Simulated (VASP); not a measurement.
# SnTe in VASP: single point with PBE

Aim: the single point of SnTe with PBE.

Program: VASP 6.6.1. These are calculated values, not measurements. Logs are shortened: lines on timing, memory, paths and dates and some standing lists are left out, and cuts for length are marked.

## 1. The cell of the first run

The cell holds a slab with vacuum, 4 atoms: a = 4.535 Å, b = 4.535 Å, c = 20.554 Å, α = 90.00°, β = 90.00°, γ = 120.00°.

## 2. Single point, PBE

INCAR reads:

```
SYSTEM = SnTe
ALGO = Normal ; DIPOL = 0.5 0.5 0.500
EDIFF = 1E-6 ; ENCUT = 520
GGA = PE ; IDIPOL = 3
ISIF = 2 ; ISMEAR = 0
LASPH = .True. ; LCHARG = .False.
LDIPOL = .True. ; LREAL = .False.
LWAVE = .False. ; NBANDS = 28
NELM = 80 ; PREC = Accurate
SIGMA = 0.05
```

KPOINTS reads:

```
k-points
0
Gamma
  9 9 1
  0 0 0
```

POSCAR reads:

```
SnTe
1.0
    4.5346574230      0.0000000000      0.0000000000
   -2.2673287115      3.9271285258      0.0000000000
    0.0000000000      0.0000000000     20.5537984224
Te Sn
2 2
Direct
    0.3333333333      0.6666666667      0.3680277639
    0.0000000000      0.0000000000      0.5583885359
    0.6666666667      0.3333333333      0.4403665005
    0.3333333333      0.6666666667      0.6332171997
```

Potentials or basis: VASP PAW PBE potentials, release 64 (Te, Sn_d).

Run with:

```bash
$ cat potpaw_PBE.64/Te/POTCAR potpaw_PBE.64/Sn_d/POTCAR > POTCAR
$ mpirun -np 1 vasp_std > vasp.out
```

OUTCAR:

```text
SYSTEM = SnTe
   EDIFF = 1E-6
   ENCUT = 520
   GGA = PE
   ISIF = 2
   ISMEAR = 0
   LASPH = .True.
   LREAL = .False.
   NELM = 80
   PREC = Accurate

 ion  position               nearest neighbor table
   1  0.333  0.667  0.368-   3 3.01   3 3.01   3 3.01
   2  0.000  0.000  0.558-   4 3.04   4 3.04   4 3.04   3 3.57   3 3.57   3 3.57
   3  0.667  0.333  0.440-   1 3.01   1 3.01   1 3.01   2 3.57   2 3.57   2 3.57
   4  0.333  0.667  0.633-   2 3.04   2 3.04   2 3.04

  LATTYP: Found a hexagonal cell.
 ALAT       =     4.5346574230
 C/A-ratio  =     4.5326022465

  Lattice vectors:

 A1 = (   4.5346574230,   0.0000000000,   0.0000000000)
 A2 = (  -2.2673287115,   3.9271285258,   0.0000000000)
 A3 = (   0.0000000000,   0.0000000000,  20.5537984224)

Analysis of symmetry for initial positions (statically):
=====================================================================
 Subroutine PRICEL returns:
 Original cell was already a primitive cell.

 Routine SETGRP: Setting up the symmetry group for a
 hexagonal supercell.

 Subroutine GETGRP returns: Found  6 space group operations
 (whereof  6 operations were pure point group operations)
 out of a pool of 24 trial point group operations.

The static configuration has the point symmetry C_3v.

Analysis of symmetry for dynamics (positions and initial velocities):
=====================================================================
 Subroutine PRICEL returns:
 Original cell was already a primitive cell.

 Routine SETGRP: Setting up the symmetry group for a
 hexagonal supercell.

 Subroutine GETGRP returns: Found  6 space group operations
 (whereof  6 operations were pure point group operations)
 out of a pool of 24 trial point group operations.

The dynamic configuration has the point symmetry C_3v.

 Subroutine INISYM returns: Found  6 space group operations
 (whereof  6 operations are pure point group operations),
 and found     1 'primitive' translations

----------------------------------------------------------------------------------------

                                     Primitive cell

  volume of cell :     366.0258

  direct lattice vectors                    reciprocal lattice vectors
     4.534657423  0.000000000  0.000000000     0.220523825  0.127319490  0.000000000
    -2.267328711  3.927128526  0.000000000     0.000000000  0.254638979  0.000000000
     0.000000000  0.000000000 20.553798422     0.000000000  0.000000000  0.048652808

  length of vectors
     4.534657423  4.534657423 20.553798422     0.254638979  0.254638979  0.048652808

  position of ions in fractional coordinates (direct lattice)
     0.333333333  0.666666667  0.368027764
     0.000000000  0.000000000  0.558388536
     0.666666667  0.333333333  0.440366500
     0.333333333  0.666666667  0.633217200

  ion indices of the primitive-cell ions
   primitive index   ion index
                 1           1
                 2           2
                 3           3
                 4           4

----------------------------------------------------------------------------------------

 KPOINTS: k-points

Automatic generation of k-mesh.
 Grid dimensions read from file:
 generate k-points for:    9    9    1

 Generating k-lattice:

  Cartesian coordinates                     Fractional coordinates (reciprocal lattice)
     0.024502647  0.014146610  0.000000000     0.111111111  0.000000000  0.000000000
     0.000000000  0.028293220  0.000000000     0.000000000  0.111111111  0.000000000
     0.000000000  0.000000000  0.048652808     0.000000000  0.000000000  1.000000000

  Length of vectors
     0.028293220  0.028293220  0.048652808

  Shift w.r.t. Gamma in fractional coordinates (k-lattice)
     0.000000000  0.000000000  0.000000000

 Subroutine IBZKPT returns following result:
 ===========================================

 Found     12 irreducible k-points:

 Following reciprocal coordinates:
            Coordinates               Weight
  0.000000  0.000000  0.000000      1.000000
  0.111111  0.000000  0.000000      6.000000
  0.222222  0.000000  0.000000      6.000000
  0.333333 -0.000000  0.000000      6.000000
  0.444444  0.000000  0.000000      6.000000
  0.111111  0.111111  0.000000      6.000000
  0.222222  0.111111  0.000000     12.000000
  0.333333  0.111111  0.000000     12.000000
  0.444444  0.111111  0.000000      6.000000
  0.222222  0.222222  0.000000      6.000000
  0.333333  0.222222  0.000000     12.000000
  0.333333  0.333333  0.000000      2.000000
   k-points           NKPTS =     12   k-points in BZ     NKDIM =     12   number of bands    NBANDS=     28
   number of dos      NEDOS =    301   number of ions     NIONS =      4
   total plane-waves  NPLWV = 207360
   dimension x,y,z NGX =    36 NGY =   36 NGZ =  160
   dimension x,y,z NGXF=    72 NGYF=   72 NGZF=  320
   ions per type =               2   2
   NGX,Y,Z   is equivalent  to a cutoff of  13.20, 13.20, 12.94 a.u.
   NGXF,Y,Z  is equivalent  to a cutoff of  26.40, 26.40, 25.88 a.u.
 SYSTEM =  SnTe
   PREC   = accura    normal or accurate (medium, high low for compatibility)
   ISTART =      0    job   : 0-new  1-cont  2-samecut
   ICHARG =      2    charge: 1-file 2-atom 10-const
   ISPIN  =      1    spin polarized calculation?
   LNONCOLLINEAR =      F non collinear calculations
   LSORBIT =      F    spin-orbit coupling
   LASPH  =      T    aspherical Exc in radial PAW
   ENCUT  =  520.0 eV  38.22 Ry    6.18 a.u.   8.43  8.43 38.22*2*pi/ulx,y,z
   NELM   =     80;   NELMIN=  2; NELMDL= -5     # of ELM steps
   EDIFF  = 0.1E-05   stopping-criterion for ELM
   LREAL  =      F    real-space projection
   EDIFFG = 0.1E-04   stopping-criterion for IOM
   NSW    =      0    number of steps for IOM
   IBRION =     -1    ionic relax: 0-MD 1-quasi-New 2-CG
   NFREE  =      0    steps in history (QN), initial steepest desc. (CG)
   ISIF   =      2    stress and relaxation
   ISYM   =      2    0-nonsym 1-usesym 2-fastsym
   POTIM  = 0.5000    time-step for ionic-motion
   TEBEG  =    0.0;   TEEND  =   0.0 temperature during run
   PSTRESS=    0.0 pullay stress
   NELECT =      40.0000    total number of electrons
   NUPDOWN=      -1.0000    fix difference up-down
   EMIN   =  10.00;   EMAX   =-10.00  energy-range for DOS
   EFERMI =   0.00;   METHOD = LEGACY
   ISMEAR =     0;   SIGMA  =   0.05  broadening in eV -4-tet -1-fermi 0-gaus
   EFERMI_NEDOS =   21; number of points for ismear=-14 and -15
   IALGO  =     38    algorithm
   IMIX   =      4    mixing-type and parameters
     AMIX     =   0.40;   BMIX     =  1.00
     AMIX_MAG =   1.60;   BMIX_MAG =  1.00
  volume/ion in A,a.u.               =      91.51       617.52
  Fermi-wavevector in a.u.,A,eV,Ry     =   0.782692  1.479074  8.335022  0.612607
  Thomas-Fermi vector in A             =   1.886468
   LORBIT       =      0    0 simple, 1 ext, 2 COOP (PROOUT), +10 PAW based schemes
   GGA     = PE    functional components
   LHFCALC =     F    Hartree Fock is set to
   AEXX    =    0.0000 exact exchange contribution
   IVDW    =     0    specifies the selected vdW correction
   LEPSILON=     F    determine dielectric tensor
   LRPA    =     F    only Hartree local field effects (RPA)
 non-spin polarized calculation
 Gauss-broadening in eV      SIGMA  =   0.05
  energy-cutoff  :      520.00
  volume of cell :      366.03
 maximum number of plane-waves:      9903
 NGX is ok and might be reduce to    36
   NGX = 17   NGY = 17   NGZ = 77

 number of electron      40.0000000 magnetization

 dipolmoment           0.000000      0.000000     -0.144924 electrons x Angstroem

 Free energy of the ion-electron system (eV)
  ---------------------------------------------------
  ext. energy  EPLUGINS =         0.00000000
  ---------------------------------------------------
  free energy    TOTEN  =       -14.56444457 eV

  energy without entropy =      -14.56321515  energy(sigma->0) =      -14.56382986

 E-fermi :  -0.6079     XC(G=0):  -4.0901

 val. band max:       -0.6141890634   @ k =   0.0000   0.0000   0.0000
 cond. band min:      -0.2145583061   @ k =   0.1111   0.0000   0.0000
 fundamental gap:      0.3996307572
 Fermi energy:        -0.6078500954

 k-point     1 :       0.0000    0.0000    0.0000
  band No.  band energies     occupation
      1     -22.5444      2.00000
      2     -22.5444      2.00000
      3     -22.5145      2.00000
      4     -22.5145      2.00000
      5     -22.5052      2.00000
      6     -21.8838      2.00000
[... 20 lines left out ...]
     27       2.8263      0.00000
     28       3.9310      0.00000

 k-point     2 :       0.1111    0.0000    0.0000
  band No.  band energies     occupation
      1     -22.5447      2.00000
      2     -22.5435      2.00000
      3     -22.5150      2.00000
      4     -22.5146      2.00000
      5     -22.5046      2.00000
      6     -21.8844      2.00000
[... 20 lines left out ...]
     27       2.9404      0.00000
     28       4.0849      0.00000

 k-point     3 :       0.2222    0.0000    0.0000
  band No.  band energies     occupation
      1     -22.5457      2.00000
      2     -22.5415      2.00000
      3     -22.5163      2.00000
      4     -22.5148      2.00000
      5     -22.5034      2.00000
      6     -21.8860      2.00000
[... 20 lines left out ...]
     27       3.2589      0.00000
     28       4.2125      0.00000

 k-point     4 :       0.3333   -0.0000    0.0000
  band No.  band energies     occupation
      1     -22.5469      2.00000
      2     -22.5391      2.00000
      3     -22.5177      2.00000
      4     -22.5150      2.00000
      5     -22.5019      2.00000
      6     -21.8879      2.00000
[... 206 lines left out ...]
     27       3.8504      0.00000
     28       4.5049      0.00000

 k-point    11 :       0.3333    0.2222    0.0000
  band No.  band energies     occupation
      1     -22.5460      2.00000
      2     -22.5389      2.00000
      3     -22.5179      2.00000
      4     -22.5161      2.00000
      5     -22.5007      2.00000
      6     -21.8875      2.00000
[... 20 lines left out ...]
     27       4.2089      0.00000
     28       4.9148      0.00000

 k-point    12 :       0.3333    0.3333    0.0000
  band No.  band energies     occupation
      1     -22.5453      2.00000
      2     -22.5394      2.00000
      3     -22.5175      2.00000
      4     -22.5168      2.00000
      5     -22.5006      2.00000
      6     -21.8870      2.00000
[... 20 lines left out ...]
     27       5.0094      0.00000
     28       5.1414      0.00000

------------------------ aborting loop because EDIFF is reached ----------------------------------------

 vacuum level on the upper side and lower side of the slab       (xc-potential included)        -0.867         0.554

  FORCE on cell =-STRESS in cart. coord.  units (eV):
  Direction    XX          YY          ZZ          XY          YZ          ZX
  --------------------------------------------------------------------------------------
  -------------------------------------------------------------------------------------
  Total       -2.0793693     -2.0793693      0.0051430      0.0000000      0.0000000      0.0000000
  in kB       -9.1018678     -9.1018678      0.0225123      0.0000000      0.0000000      0.0000000
  external PRESSURE =      -6.0604078 kB  Pullay stress =       0.0000000 kB

 VOLUME and BASIS-vectors are now :
 -----------------------------------------------------------------------------
  energy-cutoff  :      520.00
  volume of cell :      366.03
      direct lattice vectors                 reciprocal lattice vectors
     4.534657423  0.000000000  0.000000000     0.220523825  0.127319490  0.000000000
    -2.267328711  3.927128526  0.000000000     0.000000000  0.254638979  0.000000000
     0.000000000  0.000000000 20.553798422     0.000000000  0.000000000  0.048652808

 POSITION                                       TOTAL-FORCE (eV/Angst)
 -----------------------------------------------------------------------------------
     -0.00000      2.61809      7.56437        -0.000000     -0.000000     -0.007714
      0.00000      0.00000     11.47701         0.000000     -0.000000     -0.019056
      2.26733      1.30904      9.05120        -0.000000      0.000000      0.011338
     -0.00000      2.61809     13.01502         0.000000     -0.000000      0.015431
 -----------------------------------------------------------------------------------
    total drift:                                0.000000      0.000000     -0.000342

  FREE ENERGIE OF THE ION-ELECTRON SYSTEM (eV)
  ---------------------------------------------------
  free  energy   TOTEN  =       -14.5644445713 eV

  energy  without entropy=      -14.5632151474  energy(sigma->0) =      -14.56382986

 vacuum level on the upper side and lower side of the slab         2.983         4.426
```

Run time: 7 min. Hardware: 1 thread of AMD EPYC, shared host; peak memory 0.49 GiB.

What came out:

| Quantity | Value |
| --- | --- |
| Free energy | -14.5644 eV |
| Largest force | 0.019 eV/Å |
| Band gap on the k mesh | 0.04 eV (least direct gap 0.28 eV) |

Forces in eV/Å, atoms in the order of the input:
```
Te   0.000  0.000 -0.008
Te   0.000  0.000 -0.019
Sn   0.000  0.000  0.011
Sn   0.000  0.000  0.015
```

Caveat: the smearing spreads over this small gap; semilocal functionals underestimate gaps, and a narrow one can read as zero; spin-orbit coupling is left out, which moves the levels of the heavy elements.

The gap in the log of VASP goes by the Fermi energy; the results here count the filled bands.